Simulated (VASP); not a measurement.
# AlNi3 (Fm-3m) in VASP: notebook

The runs below take AlNi3 through single point, with r2SCAN.

Everything below comes from runs of VASP 6.6.1. Logs are shortened: lines on timing, memory, paths and dates and some standing lists are left out, and cuts for length are marked.

### Step 1. The cell of the first run

Symmetry: Fm-3m, No. 225, cubic system. Conventional cell: a = 5.604 Å, b = 5.604 Å, c = 5.604 Å, α = 90.00°, β = 90.00°, γ = 90.00°. Within 3.2 Å of Al (site symmetry m-3m) lie 14 Ni at 2.43 to 2.80 Å. Within 3.2 Å of Ni (site symmetry -43m) lie 4 Al at 2.43 Å and 10 Ni at 2.43 to 2.80 Å. Within 3.2 Å of Ni (site symmetry m-3m) lie 8 Ni at 2.43 Å and 6 Al at 2.80 Å.

### Step 2. Single point, r2SCAN

The input, POSCAR:

```
AlNi3
1.0
    0.0000000000      2.8018887551      2.8018887551
    2.8018887551      0.0000000000      2.8018887551
    2.8018887551      2.8018887551      0.0000000000
Al Ni
1 3
Direct
    0.5000000000      0.5000000000      0.5000000000
    0.2500000000      0.2500000000      0.2500000000
    0.0000000000      0.0000000000      0.0000000000
    0.7500000000      0.7500000000      0.7500000000
```

The input, INCAR.step1:

```
SYSTEM = AlNi3
ALGO     = Normal         ! electronic algorithm
EDIFF    = 1E-4           ! SCF threshold, eV
ENCUT    = 520            ! plane-wave cutoff, eV
GGA      = PE             ! functional
ISMEAR   = -5             ! smearing method
LASPH    = .TRUE.         ! aspherical terms in the spheres
LCHARG   = .FALSE.        ! write CHGCAR
LREAL    = .FALSE.        ! projectors in reciprocal space
LWAVE    = .TRUE.         ! write WAVECAR
NBANDS   = 24             ! bands
NELM     = 100            ! most SCF steps
PREC     = Accurate       ! precision mode
SIGMA    = 0.1            ! smearing width, eV
```

The input, INCAR.step2:

```
SYSTEM = AlNi3
ALGO     = Normal         ! electronic algorithm
EDIFF    = 1E-6           ! SCF threshold, eV
ENCUT    = 520            ! plane-wave cutoff, eV
ISIF     = 2              ! what is computed and relaxed
ISMEAR   = -5             ! smearing method
ISTART   = 1            
LASPH    = .TRUE.         ! aspherical terms in the spheres
LCHARG   = .FALSE.        ! write CHGCAR
LMIXTAU  = .TRUE.       
LREAL    = .FALSE.        ! projectors in reciprocal space
LWAVE    = .FALSE.        ! write WAVECAR
METAGGA  = R2SCAN         ! meta-GGA
NBANDS   = 24             ! bands
NELM     = 100            ! most SCF steps
PREC     = Accurate       ! precision mode
SIGMA    = 0.1            ! smearing width, eV
```

The input, KPOINTS:

```
k-points
0
G
  14 14 14
  0 0 0
```

Potentials or basis: VASP PAW PBE potentials, release 64 (Al, Ni).

Command:

```console
$ cat potpaw_PBE.64/Al/POTCAR potpaw_PBE.64/Ni/POTCAR > POTCAR
$ cp INCAR.step1 INCAR
$ mpirun -np 1 vasp_std > vasp.out
$ cp INCAR.step2 INCAR
$ mpirun -np 1 vasp_std > vasp.out
```

OUTCAR:

```text
SYSTEM = AlNi3
   EDIFF = 1E-6
   ENCUT = 520
   ISIF = 2
   ISMEAR = -5
   ISTART = 1
   LASPH = .TRUE.
   LREAL = .FALSE.
   METAGGA = R2SCAN
   NELM = 100
   PREC = Accurate

 ion  position               nearest neighbor table
   1  0.500  0.500  0.500-   2 2.43   4 2.43   2 2.43   2 2.43   4 2.43   2 2.43   4 2.43   4 2.43
                             3 2.80   3 2.80   3 2.80   3 2.80   3 2.80   3 2.80
   2  0.250  0.250  0.250-   3 2.43   1 2.43   3 2.43   1 2.43   3 2.43   3 2.43   1 2.43   1 2.43
                             4 2.80   4 2.80   4 2.80   4 2.80   4 2.80   4 2.80
   3  0.000  0.000  0.000-   4 2.43   2 2.43   4 2.43   2 2.43   4 2.43   4 2.43   2 2.43   2 2.43
                             1 2.80   1 2.80   1 2.80   1 2.80   1 2.80   1 2.80
   4  0.750  0.750  0.750-   1 2.43   3 2.43   1 2.43   1 2.43   3 2.43   1 2.43   3 2.43   3 2.43
                             2 2.80   2 2.80   2 2.80   2 2.80   2 2.80   2 2.80

  LATTYP: Found a face centered cubic cell.
 ALAT       =     5.6037775102

  Lattice vectors:

 A1 = (   0.0000000000,   2.8018887551,   2.8018887551)
 A2 = (   2.8018887551,   0.0000000000,   2.8018887551)
 A3 = (   2.8018887551,   2.8018887551,   0.0000000000)

Analysis of symmetry for initial positions (statically):
=====================================================================
 Subroutine PRICEL returns:
 Original cell was already a primitive cell.

 Routine SETGRP: Setting up the symmetry group for a
 face centered cubic supercell.

 Subroutine GETGRP returns: Found 48 space group operations
 (whereof 48 operations were pure point group operations)
 out of a pool of 48 trial point group operations.

The static configuration has the point symmetry O_h .

Analysis of symmetry for dynamics (positions and initial velocities):
=====================================================================
 Subroutine PRICEL returns:
 Original cell was already a primitive cell.

 Routine SETGRP: Setting up the symmetry group for a
 face centered cubic supercell.

 Subroutine GETGRP returns: Found 48 space group operations
 (whereof 48 operations were pure point group operations)
 out of a pool of 48 trial point group operations.

The dynamic configuration has the point symmetry O_h .

 Subroutine INISYM returns: Found 48 space group operations
 (whereof 48 operations are pure point group operations),
 and found     1 'primitive' translations

----------------------------------------------------------------------------------------

                                     Primitive cell

  volume of cell :      43.9929

  direct lattice vectors                    reciprocal lattice vectors
     0.000000000  2.801888755  2.801888755    -0.178451053  0.178451053  0.178451053
     2.801888755  0.000000000  2.801888755     0.178451053 -0.178451053  0.178451053
     2.801888755  2.801888755  0.000000000     0.178451053  0.178451053 -0.178451053

  length of vectors
     3.962469078  3.962469078  3.962469078     0.309086291  0.309086291  0.309086291

  position of ions in fractional coordinates (direct lattice)
     0.500000000  0.500000000  0.500000000
     0.250000000  0.250000000  0.250000000
     0.000000000  0.000000000  0.000000000
     0.750000000  0.750000000  0.750000000

  ion indices of the primitive-cell ions
   primitive index   ion index
                 1           1
                 2           2
                 3           3
                 4           4

----------------------------------------------------------------------------------------

 KPOINTS: k-points

Automatic generation of k-mesh.
 Grid dimensions read from file:
 generate k-points for:   14   14   14

 Generating k-lattice:

  Cartesian coordinates                     Fractional coordinates (reciprocal lattice)
    -0.012746504  0.012746504  0.012746504     0.071428571  0.000000000  0.000000000
     0.012746504 -0.012746504  0.012746504     0.000000000  0.071428571  0.000000000
     0.012746504  0.012746504 -0.012746504     0.000000000  0.000000000  0.071428571

  Length of vectors
     0.022077592  0.022077592  0.022077592

  Shift w.r.t. Gamma in fractional coordinates (k-lattice)
     0.000000000  0.000000000  0.000000000

 TETIRR: Found    389 inequivalent tetrahedra from    16464

 Subroutine IBZKPT returns following result:
 ===========================================

 Found    104 irreducible k-points:

 Following reciprocal coordinates:
            Coordinates               Weight
  0.000000  0.000000  0.000000      1.000000
  0.071429  0.000000  0.000000      8.000000
  0.142857  0.000000  0.000000      8.000000
  0.214286  0.000000  0.000000      8.000000
  0.285714  0.000000  0.000000      8.000000
  0.357143  0.000000  0.000000      8.000000
[... 16 lines left out ...]
  0.214286  0.142857  0.000000     24.000000
  0.285714  0.142857  0.000000     24.000000
 [... further k-points ...]
   k-points           NKPTS =    104   k-points in BZ     NKDIM =    104   number of bands    NBANDS=     24
   number of dos      NEDOS =    301   number of ions     NIONS =      4
   total plane-waves  NPLWV =  27000
   dimension x,y,z NGX =    30 NGY =   30 NGZ =   30
   dimension x,y,z NGXF=    60 NGYF=   60 NGZF=   60
   ions per type =               1   3
   NGX,Y,Z   is equivalent  to a cutoff of  12.59, 12.59, 12.59 a.u.
   NGXF,Y,Z  is equivalent  to a cutoff of  25.17, 25.17, 25.17 a.u.
 SYSTEM =  AlNi3
   PREC   = accura    normal or accurate (medium, high low for compatibility)
   ISTART =      1    job   : 0-new  1-cont  2-samecut
   ICHARG =      0    charge: 1-file 2-atom 10-const
   ISPIN  =      1    spin polarized calculation?
   LNONCOLLINEAR =      F non collinear calculations
   LSORBIT =      F    spin-orbit coupling
   LASPH  =      T    aspherical Exc in radial PAW
   ENCUT  =  520.0 eV  38.22 Ry    6.18 a.u.   7.37  7.37  7.37*2*pi/ulx,y,z
   NELM   =    100;   NELMIN=  2; NELMDL=  0     # of ELM steps
   EDIFF  = 0.1E-05   stopping-criterion for ELM
   LREAL  =      F    real-space projection
   EDIFFG = 0.1E-04   stopping-criterion for IOM
   NSW    =      0    number of steps for IOM
   IBRION =     -1    ionic relax: 0-MD 1-quasi-New 2-CG
   NFREE  =      0    steps in history (QN), initial steepest desc. (CG)
   ISIF   =      2    stress and relaxation
   ISYM   =      2    0-nonsym 1-usesym 2-fastsym
   POTIM  = 0.5000    time-step for ionic-motion
   TEBEG  =    0.0;   TEEND  =   0.0 temperature during run
   PSTRESS=    0.0 pullay stress
   NELECT =      33.0000    total number of electrons
   NUPDOWN=      -1.0000    fix difference up-down
   EMIN   =  10.00;   EMAX   =-10.00  energy-range for DOS
   EFERMI =   0.00;   METHOD = LEGACY
   ISMEAR =    -5;   SIGMA  =   0.10  broadening in eV -4-tet -1-fermi 0-gaus
   EFERMI_NEDOS =   21; number of points for ismear=-14 and -15
   IALGO  =     38    algorithm
   IMIX   =      4    mixing-type and parameters
     AMIX     =   0.40;   BMIX     =  1.00
     AMIX_MAG =   1.60;   BMIX_MAG =  1.00
  volume/ion in A,a.u.               =      11.00        74.22
  Fermi-wavevector in a.u.,A,eV,Ry     =   1.487483  2.810935 30.104316  2.212605
  Thomas-Fermi vector in A             =   2.600638
   LORBIT       =      0    0 simple, 1 ext, 2 COOP (PROOUT), +10 PAW based schemes
   METAGGA = R2SCAN    functional components
   LHFCALC =     F    Hartree Fock is set to
   AEXX    =    0.0000 exact exchange contribution
   IVDW    =     0    specifies the selected vdW correction
   LEPSILON=     F    determine dielectric tensor
   LRPA    =     F    only Hartree local field effects (RPA)
 non-spin polarized calculation
 Fermi weights with tetrahedron method with Bloechl corrections
  energy-cutoff  :      520.00
  volume of cell :       43.99
 maximum number of plane-waves:      1243
 NGX is ok and might be reduce to    30
   NGX = 15   NGY = 15   NGZ = 15

 number of electron      33.0000017 magnetization

 Free energy of the ion-electron system (eV)
  ---------------------------------------------------
  ext. energy  EPLUGINS =         0.00000000
  ---------------------------------------------------
  free energy    TOTEN  =       -44.04081472 eV

  energy without entropy =      -44.04081472  energy(sigma->0) =      -44.04081472

 E-fermi :   9.7904     XC(G=0): -13.8796

 val. band max:        9.7869555166   @ k =   0.4286   0.4286   0.0000
 cond. band min:       9.7402635620   @ k =  -0.2857   0.5000   0.2143
 fundamental gap:     -0.0466919546
 Fermi energy:         9.7904281933

 k-point     1 :       0.0000    0.0000    0.0000
  band No.  band energies     occupation
      1      -0.8938      2.00000
      2       6.0190      2.00000
      3       6.0190      2.00000
      4       6.1302      2.00000
      5       6.1302      2.00000
      6       6.1302      2.00000
[... 16 lines left out ...]
     23      17.8119      0.00000
     24      18.9877      0.00000

 k-point     2 :       0.0714    0.0000    0.0000
  band No.  band energies     occupation
      1      -0.8142      2.00000
      2       5.9721      2.00000
      3       5.9721      2.00000
      4       6.0892      2.00000
      5       6.2197      2.00000
      6       6.2198      2.00000
[... 16 lines left out ...]
     23      18.0985      0.00000
     24      18.7287      0.00000

 k-point     3 :       0.1429    0.0000    0.0000
  band No.  band energies     occupation
      1      -0.5771      2.00000
      2       5.9340      2.00000
      3       5.9340      2.00000
      4       5.9627      2.00000
      5       6.3801      2.00000
      6       6.3801      2.00000
[... 16 lines left out ...]
     23      18.4173      0.00000
     24      18.4485      0.00000
[... 514 lines left out ...]
 k-point    23 :       0.2143    0.1429    0.0000
  band No.  band energies     occupation
      1      -0.1873      2.00000
      2       5.4520      2.00000
      3       6.2014      2.00000
      4       6.2342      2.00000
      5       6.4332      2.00000
      6       6.4849      2.00000
[... 16 lines left out ...]
     23      17.9490      0.00000
     24      20.0762      0.00000

 k-point    24 :       0.2857    0.1429    0.0000
  band No.  band energies     occupation
      1       0.2455      2.00000
      2       5.2814      2.00000
      3       6.1039      2.00000
      4       6.2220      2.00000
      5       6.6206      2.00000
      6       6.6260      2.00000
[... 16 lines left out ...]
     23      17.9071      0.00000
     24      20.1102      0.00000

 [... further k-points ...]

------------------------ aborting loop because EDIFF is reached ----------------------------------------

  FORCE on cell =-STRESS in cart. coord.  units (eV):
  Direction    XX          YY          ZZ          XY          YZ          ZX
  --------------------------------------------------------------------------------------
  -------------------------------------------------------------------------------------
  Total        0.0163293      0.0163293      0.0163293     -0.0000000     -0.0000000      0.0000000
  in kB        0.5946968      0.5946968      0.5946968     -0.0000000     -0.0000000      0.0000000
  external PRESSURE =       0.5946968 kB  Pullay stress =       0.0000000 kB

 VOLUME and BASIS-vectors are now :
 -----------------------------------------------------------------------------
  energy-cutoff  :      520.00
  volume of cell :       43.99
      direct lattice vectors                 reciprocal lattice vectors
     0.000000000  2.801888755  2.801888755    -0.178451053  0.178451053  0.178451053
     2.801888755  0.000000000  2.801888755     0.178451053 -0.178451053  0.178451053
     2.801888755  2.801888755  0.000000000     0.178451053  0.178451053 -0.178451053

 POSITION                                       TOTAL-FORCE (eV/Angst)
 -----------------------------------------------------------------------------------
      2.80189      2.80189      2.80189         0.000000     -0.000000      0.000000
      1.40094      1.40094      1.40094         0.000000      0.000000      0.000000
      0.00000      0.00000      0.00000         0.000000     -0.000000      0.000000
      4.20283      4.20283      4.20283        -0.000000     -0.000000     -0.000000
 -----------------------------------------------------------------------------------
    total drift:                                0.000000     -0.000000      0.000000

  FREE ENERGIE OF THE ION-ELECTRON SYSTEM (eV)
  ---------------------------------------------------
  free  energy   TOTEN  =       -44.0408147153 eV

  energy  without entropy=      -44.0408147153  energy(sigma->0) =      -44.04081472
```

Run time: 6.3 min. Hardware: 1 thread of Intel Xeon Platinum 8488C (Sapphire Rapids), shared host; peak memory 0.24 GiB.

What came out:

```yaml
Free_energy: -44.0408 eV
Pressure: 0.1 GPa
Band_gap_on_the_k_mesh: zero (an odd number of electrons rules out a gap without spin polarisation)
```

Levels at points of the mesh, in eV from the Fermi level:
| k point | band 12 | band 13 | band 14 | band 15 | band 16 | band 17 | band 18 | band 19 | band 20 | band 21 |
| --- | --- | --- | --- | --- | --- | --- | --- | --- | --- | --- |
| (0.00, 0.00, 0.00) | -0.99 | -0.61 | -0.61 | -0.60 | -0.60 | 5.63 | 5.63 | 5.63 | 6.14 | 6.14 |
| (0.50, 0.00, 0.00) | -1.81 | -0.71 | -0.71 | -0.52 | -0.52 | -0.16 | 4.48 | 4.48 | 4.95 | 4.95 |
| (0.50, 0.50, 0.00) | -1.28 | -1.14 | -0.76 | -0.63 | -0.45 | -0.38 | -0.38 | -0.05 | 4.48 | 4.94 |

Caveat: the PAW data sets were made with another functional, which shifts forces and pressure a little; tetrahedron occupations give inexact forces and stress in metals. Spin polarisation is off, so any magnetic state and its effect on volume and gap are missing.

[end of part 1 of 2]
